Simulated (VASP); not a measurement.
**La: single point with LDA**

The system is La.

```
CELL_PARAMETERS angstrom
-2.12383 2.12383 2.12383
2.12383 -2.12383 2.12383
2.12383 2.12383 -2.12383
ATOMIC_POSITIONS crystal
La 0.00000 0.00000 0.00000
```

- Program: VASP 6.6.1
- Task: single point
- Functional: LDA
- Potentials or basis: VASP PAW LDA potentials, release 64 (La)
- Cutoff: 520 eV
- k mesh: 9 × 9 × 9
- Occupations: gaussian, width 0.025 eV
- Spin: no spin polarisation

The pressure is -4.0 GPa.

Levels at points of the mesh, in eV from the Fermi level:
```csv
k point,band 1,band 2,band 3,band 4,band 5,band 6,band 7,band 8,band 9,band 10
"(0.00, 0.00, 0.00)",-32.79,-15.82,-15.82,-15.82,-3.19,1.32,1.32,1.32,1.45,1.45
```

Run time: 10 s on 1 thread of Intel(R) Xeon(R) Platinum 8488C (Sapphire Rapids), on a shared host, peak memory 0.16 GiB.

Caveat: spin-orbit coupling is left out, which moves the levels of the heavy elements.
